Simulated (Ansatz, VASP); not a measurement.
BaTiO3: VASP beside Ansatz

Contents of POSCAR:

```
BaTiO3
1.0
    3.9722427430      0.0000000000      0.0000000000
    0.0000000000      3.9722427430      0.0000000000
    0.0000000000      0.0000000000      4.1127570078
Ba Ti O
1 1 3
Direct
    0.0000000000      0.0000000000     -0.0044104995
    0.5000000000      0.5000000000      0.4774906576
    0.5000000000      0.5000000000      0.0346021831
    0.5000000000      0.0000000000      0.5176588294
    0.0000000000      0.5000000000      0.5176588294
```

File INCAR.step1:

```
SYSTEM = BaTiO3
  ALGO = Normal
  EDIFF = 1E-4
  ENCUT = 520
  GGA = PE
  ISMEAR = 0
  LASPH = .TRUE.
  LCHARG = .FALSE.
  LREAL = .FALSE.
  LWAVE = .TRUE.
  NBANDS = 28
  NELM = 60
  PREC = Accurate
  SIGMA = 0.02
```

The input INCAR.step2:

```
SYSTEM = BaTiO3
  ALGO = Normal
  EDIFF = 1E-6
  ENCUT = 520
  ISIF = 2
  ISMEAR = 0
  ISTART = 1
  LASPH = .TRUE.
  LCHARG = .FALSE.
  LMIXTAU = .TRUE.
  LREAL = .FALSE.
  LWAVE = .FALSE.
  METAGGA = R2SCAN
  NBANDS = 28
  NELM = 60
  PREC = Accurate
  SIGMA = 0.02
```

Contents of KPOINTS:

```
k-points
0
G
  8 8 8
  0 0 0
```

Input for Ansatz:

```yaml
crystal:
  lattice:
    - [3.972242738, 0.0, 0.0]
    - [0.0, 3.972242738, 0.0]
    - [0.0, 0.0, 4.1127570238]
  atoms:
    - { symbol: Ba, position: [0.0, 0.0, -0.0044104999] }
    - { symbol: Ti, position: [0.5, 0.5, 0.4774906555] }
    - { symbol: O, position: [0.5, 0.5, 0.0346021843] }
    - { symbol: O, position: [0.5, 0.0, 0.51765883] }
    - { symbol: O, position: [0.0, 0.5, 0.51765883] }
basis:
  ecutwfc: 500
kpoints:
  mp_grid: { grid: [8, 8, 8] }
  band_path:
    path:
      - [[0.0, 0.0, 0.0], [0.0, 0.5, 0.0], [0.5, 0.5, 0.0], [0.0, 0.0, 0.0], [0.0, 0.0, 0.5], [0.0, 0.5, 0.5], [0.5, 0.5, 0.5], [0.0, 0.0, 0.5]]
      - [[0.0, 0.5, 0.0], [0.0, 0.5, 0.5]]
      - [[0.5, 0.5, 0.0], [0.5, 0.5, 0.5]]
    npoints: 14
hamiltonian:
  xc: r2scan
scf:
  occupations: { method: gaussian, width: 0.02 }
  n_extra_bands: 12
output:
  forces: true
  stress: true
  eigenvalues: true
  populations: true
  dos: { projected: true, de: 0.02, nscf_kmesh: { grid: [12, 12, 12] } }
  bader: true
  write_density: true
  write_potential: true
  elf: true
  volumetric_format: npy
```

Alike in both runs: task single point; functional r2SCAN; k mesh 8 × 8 × 8; occupations gaussian, width 0.02 eV; no spin polarisation.

|  | VASP | Ansatz |
| --- | --- | --- |
| version | VASP 6.6.1 | Ansatz 0.2.0 |
| potentials or method | VASP PAW PBE potentials, release 64 (Ba_sv, Ti_sv, O), cutoff 520 eV | scalar-relativistic, plane waves, PAW |
| valence electrons in the cell | 40 | 40 |

```tsv
	VASP	Ansatz	Ansatz less VASP
gap on the k mesh at the Fermi level (eV)	2.21	2.23	+0.018
least direct gap on the mesh (eV)	2.71	2.70	-0.011
pressure (GPa)	1.9	0.0	-1.93
traceless stress, the component that is largest in VASP (GPa)	0.11	0.00	-0.111
rms of the force components (eV/Å)	0.060	0.000	-0.0597
```

VASP's potentials were made for PBE, not for r2SCAN. Atom by atom the forces differ by 0.060 eV/Å (rms over components). With one functional, cell and mesh, what is left measures potentials, basis and numerics.

Spin-orbit coupling is off throughout.
